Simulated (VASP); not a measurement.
# GaP (F-43m) in VASP: notebook, part 2 of 3

VASP 6.6.1. Earlier steps stand in the parts before.

### 4 Relaxation of cell and atoms, r2SCAN

The input, POSCAR:

```
GaP
1.0
    0.0000000000      2.7252500000      2.7252500000
    2.7252500000      0.0000000000      2.7252500000
    2.7252500000      2.7252500000      0.0000000000
Ga P
1 1
Direct
    0.0000000000      0.0000000000      0.0000000000
    0.2500000000      0.2500000000      0.2500000000
```

The input, INCAR.step1:

```
SYSTEM = GaP
  PREC = Accurate
  ENCUT = 600
  ISMEAR = -1
  SIGMA = 0.02
  LREAL = .False.
  LASPH = .True.
  NELM = 60
  GGA = PE
  ALGO = Normal
  EDIFF = 1E-4
  LWAVE = .True.
  LCHARG = .False.
```

The input, INCAR.step2:

```
SYSTEM = GaP
  PREC = Accurate
  ENCUT = 600
  EDIFF = 1E-6
  ISMEAR = -1
  SIGMA = 0.02
  LREAL = .False.
  LASPH = .True.
  NELM = 60
  ALGO = Normal
  ISIF = 3
  LWAVE = .False.
  LCHARG = .False.
  METAGGA = R2SCAN
  LMIXTAU = .True.
  IBRION = 2
  NSW = 80
  EDIFFG = -0.01
  ISTART = 1
```

The input, KPOINTS:

```
Automatic mesh
0
Gamma
  8 8 8
  0 0 0
```

Potentials or basis: VASP PAW PBE potentials, release 64 (Ga_d, P).

On the command line:

```sh
$ cat potpaw_PBE.64/Ga_d/POTCAR potpaw_PBE.64/P/POTCAR > POTCAR
$ cp INCAR.step1 INCAR
$ mpirun -np 1 vasp_std > vasp.out
$ cp INCAR.step2 INCAR
$ mpirun -np 1 vasp_std > vasp.out
```

OUTCAR:

```text
SYSTEM = GaP
   PREC = Accurate
   ENCUT = 600
   EDIFF = 1E-6
   ISMEAR = -1
   LREAL = .False.
   LASPH = .True.
   NELM = 60
   ISIF = 3
   METAGGA = R2SCAN
   IBRION = 2
   NSW = 80
   EDIFFG = -0.01
   ISTART = 1

 ion  position               nearest neighbor table
   1  0.000  0.000  0.000-   2 2.36   2 2.36   2 2.36   2 2.36
   2  0.250  0.250  0.250-   1 2.36   1 2.36   1 2.36   1 2.36

  LATTYP: Found a face centered cubic cell.
 ALAT       =     5.4505000000

  Lattice vectors:

 A1 = (   0.0000000000,   2.7252500000,   2.7252500000)
 A2 = (   2.7252500000,   0.0000000000,   2.7252500000)
 A3 = (   2.7252500000,   2.7252500000,   0.0000000000)

Analysis of symmetry for initial positions (statically):
=====================================================================
 Subroutine PRICEL returns:
 Original cell was already a primitive cell.

 Routine SETGRP: Setting up the symmetry group for a
 face centered cubic supercell.

 Subroutine GETGRP returns: Found 24 space group operations
 (whereof 24 operations were pure point group operations)
 out of a pool of 48 trial point group operations.

The static configuration has the point symmetry T_d .

Analysis of symmetry for dynamics (positions and initial velocities):
=====================================================================
 Subroutine PRICEL returns:
 Original cell was already a primitive cell.

 Routine SETGRP: Setting up the symmetry group for a
 face centered cubic supercell.

 Subroutine GETGRP returns: Found 24 space group operations
 (whereof 24 operations were pure point group operations)
 out of a pool of 48 trial point group operations.

The dynamic configuration has the point symmetry T_d .

 Subroutine INISYM returns: Found 24 space group operations
 (whereof 24 operations are pure point group operations),
 and found     1 'primitive' translations

----------------------------------------------------------------------------------------

                                     Primitive cell

  volume of cell :      40.4808

  direct lattice vectors                    reciprocal lattice vectors
     0.000000000  2.725250000  2.725250000    -0.183469406  0.183469406  0.183469406
     2.725250000  0.000000000  2.725250000     0.183469406 -0.183469406  0.183469406
     2.725250000  2.725250000  0.000000000     0.183469406  0.183469406 -0.183469406

  length of vectors
     3.854085511  3.854085511  3.854085511     0.317778334  0.317778334  0.317778334

  position of ions in fractional coordinates (direct lattice)
     0.000000000  0.000000000  0.000000000
     0.250000000  0.250000000  0.250000000

  ion indices of the primitive-cell ions
   primitive index   ion index
                 1           1
                 2           2

----------------------------------------------------------------------------------------

 KPOINTS: Automatic mesh

Automatic generation of k-mesh.
 Grid dimensions read from file:
 generate k-points for:    8    8    8

 Generating k-lattice:

  Cartesian coordinates                     Fractional coordinates (reciprocal lattice)
    -0.022933676  0.022933676  0.022933676     0.125000000  0.000000000  0.000000000
     0.022933676 -0.022933676  0.022933676     0.000000000  0.125000000  0.000000000
     0.022933676  0.022933676 -0.022933676     0.000000000  0.000000000  0.125000000

  Length of vectors
     0.039722292  0.039722292  0.039722292

  Shift w.r.t. Gamma in fractional coordinates (k-lattice)
     0.000000000  0.000000000  0.000000000

 Subroutine IBZKPT returns following result:
 ===========================================

 Found     29 irreducible k-points:

 Following reciprocal coordinates:
            Coordinates               Weight
  0.000000  0.000000  0.000000      1.000000
  0.125000  0.000000  0.000000      8.000000
  0.250000  0.000000  0.000000      8.000000
  0.375000  0.000000  0.000000      8.000000
  0.500000  0.000000  0.000000      4.000000
  0.125000  0.125000  0.000000      6.000000
[... 16 lines left out ...]
  0.500000  0.250000  0.125000     48.000000
 -0.375000  0.250000  0.125000     24.000000
 [... further k-points ...]
   k-points           NKPTS =     29   k-points in BZ     NKDIM =     29   number of bands    NBANDS=     13
   number of dos      NEDOS =    301   number of ions     NIONS =      2
   total plane-waves  NPLWV =  32768
   dimension x,y,z NGX =    32 NGY =   32 NGZ =   32
   dimension x,y,z NGXF=    64 NGYF=   64 NGZF=   64
   ions per type =               1   1
   NGX,Y,Z   is equivalent  to a cutoff of  13.80, 13.80, 13.80 a.u.
   NGXF,Y,Z  is equivalent  to a cutoff of  27.61, 27.61, 27.61 a.u.
 SYSTEM =  GaP
   PREC   = accura    normal or accurate (medium, high low for compatibility)
   ISTART =      1    job   : 0-new  1-cont  2-samecut
   ICHARG =      0    charge: 1-file 2-atom 10-const
   ISPIN  =      1    spin polarized calculation?
   LNONCOLLINEAR =      F non collinear calculations
   LSORBIT =      F    spin-orbit coupling
   LASPH  =      T    aspherical Exc in radial PAW
   ENCUT  =  600.0 eV  44.10 Ry    6.64 a.u.   7.70  7.70  7.70*2*pi/ulx,y,z
   NELM   =     60;   NELMIN=  2; NELMDL=  0     # of ELM steps
   EDIFF  = 0.1E-05   stopping-criterion for ELM
   LREAL  =      F    real-space projection
   EDIFFG = -.1E-01   stopping-criterion for IOM
   NSW    =     80    number of steps for IOM
   IBRION =      2    ionic relax: 0-MD 1-quasi-New 2-CG
   NFREE  =      1    steps in history (QN), initial steepest desc. (CG)
   ISIF   =      3    stress and relaxation
   ISYM   =      2    0-nonsym 1-usesym 2-fastsym
   POTIM  = 0.5000    time-step for ionic-motion
   TEBEG  =    0.0;   TEEND  =   0.0 temperature during run
   PSTRESS=    0.0 pullay stress
   NELECT =      18.0000    total number of electrons
   NUPDOWN=      -1.0000    fix difference up-down
   EMIN   =  10.00;   EMAX   =-10.00  energy-range for DOS
   EFERMI =   0.00;   METHOD = LEGACY
   ISMEAR =    -1;   SIGMA  =   0.02  broadening in eV -4-tet -1-fermi 0-gaus
   EFERMI_NEDOS =   21; number of points for ismear=-14 and -15
   IALGO  =     38    algorithm
   IMIX   =      4    mixing-type and parameters
     AMIX     =   0.40;   BMIX     =  1.00
     AMIX_MAG =   1.60;   BMIX_MAG =  1.00
  volume/ion in A,a.u.               =      20.24       136.59
  Fermi-wavevector in a.u.,A,eV,Ry     =   1.249538  2.361284 21.243377  1.561344
  Thomas-Fermi vector in A             =   2.383574
   LORBIT       =      0    0 simple, 1 ext, 2 COOP (PROOUT), +10 PAW based schemes
   METAGGA = R2SCAN    functional components
   LHFCALC =     F    Hartree Fock is set to
   AEXX    =    0.0000 exact exchange contribution
   IVDW    =     0    specifies the selected vdW correction
   LEPSILON=     F    determine dielectric tensor
   LRPA    =     F    only Hartree local field effects (RPA)
 conjugate gradient relaxation of ions
 non-spin polarized calculation
  energy-cutoff  :      600.00
  volume of cell :       40.48
 maximum number of plane-waves:      1365
   NGX = 15   NGY = 15   NGZ = 15

 number of electron      18.0000003 magnetization

 Free energy of the ion-electron system (eV)
  ---------------------------------------------------
  ext. energy  EPLUGINS =         0.00000000
  ---------------------------------------------------
  free energy    TOTEN  =       -21.46423274 eV

  energy without entropy =      -21.46423274  energy(sigma->0) =      -21.46423274

 E-fermi :   4.9094     XC(G=0): -10.5487

 val. band max:        4.4619952075   @ k =   0.0000   0.0000   0.0000
 cond. band min:       6.3643472750   @ k =   0.3750   0.3750   0.0000
 fundamental gap:      1.9023520675
 Fermi energy:         4.9094379373

 k-point     1 :       0.0000    0.0000    0.0000
  band No.  band energies     occupation
      1     -10.5282      2.00000
      2     -10.5282      2.00000
      3     -10.5282      2.00000
      4     -10.4150      2.00000
      5     -10.4150      2.00000
      6      -8.5592      2.00000
      7       4.4620      2.00000
      8       4.4620      2.00000
      9       4.4620      2.00000
     10       6.8063      0.00000
     11       8.6531      0.00000
     12       8.6532      0.00000
     13       8.6532      0.00000
[... 353 lines left out ...]
 k-point    24 :      -0.3750    0.2500    0.1250
  band No.  band energies     occupation
      1     -10.6287      2.00000
      2     -10.4935      2.00000
      3     -10.4816      2.00000
      4     -10.4205      2.00000
      5     -10.4073      2.00000
      6      -5.9749      2.00000
      7      -2.1523      2.00000
      8       1.1737      2.00000
      9       2.4522      2.00000
     10       8.2867      0.00000
     11       9.1099      0.00000
     12      11.3843      0.00000
     13      12.8990      0.00000

 [... further k-points ...]
[... 5 lines left out ...]
  --------------------------------------------------------------------------------------
  -------------------------------------------------------------------------------------
  Total       -0.0070075     -0.0070075     -0.0070075      0.0000000      0.0000000     -0.0000000
  in kB       -0.2773466     -0.2773466     -0.2773466      0.0000000      0.0000000     -0.0000000
  external PRESSURE =      -0.2773466 kB  Pullay stress =       0.0000000 kB

 VOLUME and BASIS-vectors are now :
 -----------------------------------------------------------------------------
  energy-cutoff  :      600.00
  volume of cell :       40.48
      direct lattice vectors                 reciprocal lattice vectors
     0.000000000  2.725250000  2.725250000    -0.183469406  0.183469406  0.183469406
     2.725250000  0.000000000  2.725250000     0.183469406 -0.183469406  0.183469406
     2.725250000  2.725250000  0.000000000     0.183469406  0.183469406 -0.183469406

 POSITION                                       TOTAL-FORCE (eV/Angst)
 -----------------------------------------------------------------------------------
      0.00000      0.00000      0.00000        -0.000000      0.000000      0.000000
      1.36262      1.36262      1.36262         0.000000      0.000000      0.000000
 -----------------------------------------------------------------------------------
    total drift:                                0.000017      0.000017      0.000017

  FREE ENERGIE OF THE ION-ELECTRON SYSTEM (eV)
  ---------------------------------------------------
  free  energy   TOTEN  =       -21.4642327431 eV

  energy  without entropy=      -21.4642327431  energy(sigma->0) =      -21.46423274

 reached required accuracy - stopping structural energy minimisation
```

Wall time 46 s (1 thread of AMD EPYC 9R45 (Zen 5), shared host); peak memory 0.16 GiB.

Results:

- Free energy: -21.4642 eV
- Pressure after relaxing: 0.0 GPa
- Band gap on the k mesh: 1.90 eV (least direct gap 2.34 eV)

Final structure:
```cif
data_structure
_symmetry_space_group_name_H-M 'P 1'
_symmetry_Int_Tables_number 1
_cell_length_a 3.8541
_cell_length_b 3.8541
_cell_length_c 3.8541
_cell_angle_alpha 60.000
_cell_angle_beta 60.000
_cell_angle_gamma 60.000
_cell_volume 40.48
loop_
_atom_site_label
_atom_site_type_symbol
_atom_site_fract_x
_atom_site_fract_y
_atom_site_fract_z
_atom_site_occupancy
Ga1 Ga 0.00000 0.00000 0.00000 1
P1 P 0.25000 0.25000 0.25000 1
```

Levels at points of the mesh, in eV from the valence-band top:
```tsv
k point	band 7	band 8	band 9	band 10	band 11	band 12
(0.00, 0.00, 0.00)	0.00	0.00	0.00	2.34	4.19	4.19
(0.50, 0.00, 0.00)	-6.84	-1.17	-1.17	2.04	5.06	5.06
(0.50, 0.50, 0.00)	-6.96	-2.80	-2.80	1.91	2.10	11.35
```

Caveat: the relaxation stopped at its first step, so nothing moved; the PAW data sets were made with another functional, which shifts forces and pressure a little. r2SCAN opens gaps a little over a GGA but as a rule still falls short of measured ones.

(Part 2 of 3 ends here.)
